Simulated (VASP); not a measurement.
# SiC (wurtzite type) (P6_3mc) in VASP: relaxation of cell and atoms with PBE

Aim: the relaxation of cell and atoms of SiC (wurtzite type) with PBE.

Program: VASP 6.6.1. These are calculated values, not measurements. Logs are shortened: lines on timing, memory, paths and dates and some standing lists are left out, and cuts for length are marked.

### Step 1. The cell of the first run

It takes space group P6_3mc (No. 186, hexagonal). Conventional cell: a = 2.743 Å, b = 2.743 Å, c = 4.471 Å, α = 90.00°, β = 90.00°, γ = 120.00°. Within 2.2 Å of Si (site symmetry 3m) lie 4 C at 1.68 Å. C (site symmetry 3m) has 4 Si at 1.68 Å within 2.2 Å.

### Step 2. Relaxation of cell and atoms, PBE, target pressure 100 GPa, at which the enthalpy is minimised

The input, INCAR:

```
SYSTEM = SiC
ALGO = Normal
EDIFF = 1E-7
EDIFFG = -0.005
ENCUT = 600
GGA = PE
IBRION = 2
ISIF = 3
ISMEAR = -1
LASPH = .True.
LCHARG = .False.
LREAL = .False.
LWAVE = .False.
NELM = 80
NSW = 60
PREC = Accurate
PSTRESS = 1000.0
SIGMA = 0.1
```

The input, KPOINTS:

```
k-points
0
Gamma
  13 13 7
  0 0 0
```

The input, POSCAR:

```
SiC
1.0
    2.7428583869      0.0000000000      0.0000000000
   -1.3714291935      2.3753850421      0.0000000000
    0.0000000000      0.0000000000      4.4708591707
Si C
2 2
Direct
    0.3333333333      0.6666666667      0.0000000000
    0.6666666667      0.3333333333      0.5000000000
    0.3333333333      0.6666666667      0.3760000000
    0.6666666667      0.3333333333      0.8760000000
```

Potentials or basis: VASP PAW PBE potentials, release 64 (Si, C).

Run with:

```console
$ cat potpaw_PBE.64/Si/POTCAR potpaw_PBE.64/C/POTCAR > POTCAR
$ mpirun -np 1 vasp_std > vasp.out
```

OUTCAR:

```text
SYSTEM = SiC
   EDIFF = 1E-7
   EDIFFG = -0.005
   ENCUT = 600
   GGA = PE
   IBRION = 2
   ISIF = 3
   ISMEAR = -1
   LASPH = .True.
   LREAL = .False.
   NELM = 80
   NSW = 60
   PREC = Accurate
   PSTRESS = 1000.0

 ion  position               nearest neighbor table
   1  0.333  0.667  0.000-   4 1.68   4 1.68   4 1.68   3 1.68   2 2.74   2 2.74   2 2.74   2 2.74
                             2 2.74   2 2.74
   2  0.667  0.333  0.500-   3 1.68   3 1.68   3 1.68   4 1.68   1 2.74   1 2.74   1 2.74   1 2.74
                             1 2.74   1 2.74
   3  0.333  0.667  0.376-   2 1.68   2 1.68   2 1.68   1 1.68
   4  0.667  0.333  0.876-   1 1.68   1 1.68   1 1.68   2 1.68

  LATTYP: Found a hexagonal cell.
 ALAT       =     2.7428583869
 C/A-ratio  =     1.6300000000

  Lattice vectors:

 A1 = (   2.7428583869,   0.0000000000,   0.0000000000)
 A2 = (  -1.3714291935,   2.3753850421,   0.0000000000)
 A3 = (   0.0000000000,   0.0000000000,   4.4708591707)

Analysis of symmetry for initial positions (statically):
=====================================================================
 Subroutine PRICEL returns:
 Original cell was already a primitive cell.

 Routine SETGRP: Setting up the symmetry group for a
 hexagonal supercell.

 Subroutine GETGRP returns: Found 12 space group operations
 (whereof  6 operations were pure point group operations)
 out of a pool of 24 trial point group operations.

The static configuration has the point symmetry C_3v.
 The point group associated with its full space group is C_6v.

Analysis of symmetry for dynamics (positions and initial velocities):
=====================================================================
 Subroutine PRICEL returns:
 Original cell was already a primitive cell.

 Routine SETGRP: Setting up the symmetry group for a
 hexagonal supercell.

 Subroutine GETGRP returns: Found 12 space group operations
 (whereof  6 operations were pure point group operations)
 out of a pool of 24 trial point group operations.

The dynamic configuration has the point symmetry C_3v.
 The point group associated with its full space group is C_6v.

 Subroutine INISYM returns: Found 12 space group operations
 (whereof  6 operations are pure point group operations),
 and found     1 'primitive' translations

----------------------------------------------------------------------------------------

                                     Primitive cell

  volume of cell :      29.1292

  direct lattice vectors                    reciprocal lattice vectors
     2.742858387  0.000000000  0.000000000     0.364583168  0.210492190  0.000000000
    -1.371429194  2.375385042  0.000000000     0.000000000  0.420984380  0.000000000
[... 114 lines left out ...]
   GGA     = PE    functional components
   LHFCALC =     F    Hartree Fock is set to
   AEXX    =    0.0000 exact exchange contribution
   IVDW    =     0    specifies the selected vdW correction
   LEPSILON=     F    determine dielectric tensor
   LRPA    =     F    only Hartree local field effects (RPA)
 conjugate gradient relaxation of ions
 non-spin polarized calculation
  energy-cutoff  :      600.00
  volume of cell :       29.13
 maximum number of plane-waves:      1008
 NGX is ok and might be reduce to    24
   NGX = 11   NGY = 11   NGZ = 17

--------------------------------------- Ionic step        1  -------------------------------------------

 number of electron      16.0000002 magnetization

 Free energy of the ion-electron system (eV)
  ---------------------------------------------------
  ext. energy  EPLUGINS =         0.00000000
  ---------------------------------------------------
  free energy    TOTEN  =       -25.42621995 eV

  energy without entropy =      -25.42621342  energy(sigma->0) =      -25.42621669

------------------------ aborting loop because EDIFF is reached ----------------------------------------

  FORCE on cell =-STRESS in cart. coord.  units (eV):
  Direction    XX          YY          ZZ          XY          YZ          ZX
  --------------------------------------------------------------------------------------
  -------------------------------------------------------------------------------------
  Total       28.1097701     28.1097701     28.6622091     -0.0000000      0.0000000     -0.0000000
  in kB     1546.1067763   1546.1067764   1576.4922828     -0.0000000      0.0000000     -0.0000000
  external PRESSURE =     556.2352785 kB  Pullay stress =    1000.0000000 kB
[... 27 lines left out ...]
--------------------------------------- Ionic step        2  -------------------------------------------

 number of electron      16.0000000 magnetization

 E-fermi :   9.5823     XC(G=0): -11.3731

 val. band max:        8.3393717295   @ k =   0.0000   0.0000   0.0000
 cond. band min:      10.7782305530   @ k =   0.3077   0.3077   0.0000
 fundamental gap:      2.4388588235
 Fermi energy:         9.5823366447

 k-point     1 :       0.0000    0.0000    0.0000
  band No.  band energies     occupation
      1      -7.2934      2.00000
      2      -3.7301      2.00000
      3      -0.3318      2.00000
      4       6.9546      2.00000
      5       6.9546      2.00000
      6       8.2610      2.00000
      7       8.2610      2.00000
      8       8.3394      1.99999
      9      13.1439      0.00000
     10      14.5888      0.00000
     11      15.0072      0.00000
     12      15.0072      0.00000
[... 420 lines left out ...]
  energy  without entropy=      -27.7428235134  energy(sigma->0) =      -27.74282462

  enthalpy is  TOTEN    =        -7.6834616899 eV   P V=       20.0593640282

[... ionic steps 4 to 10 ...]

--------------------------------------- Ionic step       11  -------------------------------------------

 number of electron      15.9999998 magnetization

------------------------ aborting loop because EDIFF is reached ----------------------------------------
[... 75 lines left out ...]
--------------------------------------- Ionic step       13  -------------------------------------------

 number of electron      15.9999998 magnetization

 Free energy of the ion-electron system (eV)
  ---------------------------------------------------
  ext. energy  EPLUGINS =         0.00000000
  ---------------------------------------------------
  free energy    TOTEN  =       -27.56109473 eV

  energy without entropy =      -27.56109198  energy(sigma->0) =      -27.56109336

 E-fermi :  12.5020     XC(G=0): -12.5294

 val. band max:       11.4917755994   @ k =   0.0000   0.0000   0.0000
 cond. band min:      13.4072301711   @ k =   0.3077   0.3077   0.0000
 fundamental gap:      1.9154545717
 Fermi energy:        12.5019542647

 k-point     1 :       0.0000    0.0000    0.0000
  band No.  band energies     occupation
      1      -6.2946      2.00000
      2      -1.6043      2.00000
      3       1.1892      2.00000
      4      10.0656      2.00000
      5      10.0656      2.00000
      6      11.4363      1.99995
      7      11.4918      1.99992
      8      11.4918      1.99992
      9      18.6326      0.00000
     10      19.8703      0.00000
     11      19.8703      0.00000
     12      20.4963      0.00000
[... 380 lines left out ...]
  energy  without entropy=      -27.5610919793  energy(sigma->0) =      -27.56109336

  enthalpy is  TOTEN    =        -7.6888173906 eV   P V=       19.8722773442

 reached required accuracy - stopping structural energy minimisation
```

CONTCAR:

```text
SiC
   1.00000000000000
     2.8228287148905205   -0.0000000000424544    0.0000000000000000
    -1.4114143575334843    2.4446413778020708    0.0000000000000000
     0.0000000000000000    0.0000000000000000    4.6137975829339757
  Si              C
     2     2
Direct
     0.3333333332999970    0.6666666667000030    0.9998136443596994
     0.6666666667000030    0.3333333332999970    0.4998136443596997
     0.3333333332999970    0.6666666667000030    0.3761863556402981
     0.6666666667000030    0.3333333332999970    0.8761863556402981

  0.00000000E+00  0.00000000E+00  0.00000000E+00
  0.00000000E+00  0.00000000E+00  0.00000000E+00
  0.00000000E+00  0.00000000E+00  0.00000000E+00
  0.00000000E+00  0.00000000E+00  0.00000000E+00
```

It took 3.4 min on 1 thread of Intel Xeon 8259CL, shared host; peak memory 0.18 GiB.

Results:

```
Free energy                                                : -27.5611 eV
Relaxed volume                                             : 7.96 Å³/atom
Relaxed cell                                               : a = 2.823 Å, b = 2.823 Å, c = 4.614 Å, α = 90.00°, β = 90.00°, γ = 120.00°
Space group after relaxing (to 0.1 Å)                      : P6_3mc (No. 186)
Energy change on relaxing (the run minimises the enthalpy) : -533.7 meV/atom
Ionic steps                                                : 13
Pressure after relaxing                                    : 100.0 GPa
Band gap on the k mesh                                     : 1.92 eV (least direct gap 4.49 eV)
```

Step by step:
```csv
step,energy change (eV),largest force (eV/Å),pressure (GPa),volume (Å³)
1,0.0000,0.1948,155.62,29.13
2,-4.6583,0.3774,4.65,41.14
3,-2.3166,0.1318,94.96,32.14
4,-2.1436,0.1128,99.75,31.85
5,-2.1085,0.1089,100.72,31.80
6,-2.1207,0.2511,100.35,31.82
7,-2.1128,0.0091,100.60,31.80
8,-2.1764,0.0147,98.88,31.91
9,-2.1415,0.0114,99.83,31.85
10,-2.1351,0.0141,100.02,31.84
11,-2.1347,0.0139,100.03,31.84
12,-2.1351,0.0209,100.02,31.84
13,-2.1349,0.0002,100.02,31.84
```

Final structure:
```xyz
4
Lattice="2.8228 0.0000 0.0000 -1.4114 2.4446 0.0000 0.0000 0.0000 4.6138" Properties=species:S:1:pos:R:3 pbc="T T T"
Si    0.0000    1.6298    4.6129
Si    1.4114    0.8149    2.3060
C     0.0000    1.6298    1.7356
C     1.4114    0.8149    4.0425
```

Caveat: the cell is relaxed towards a set pressure, so the run minimises the enthalpy, not the energy; an odd mesh through Γ misses points on the zone boundary, where band edges can lie.
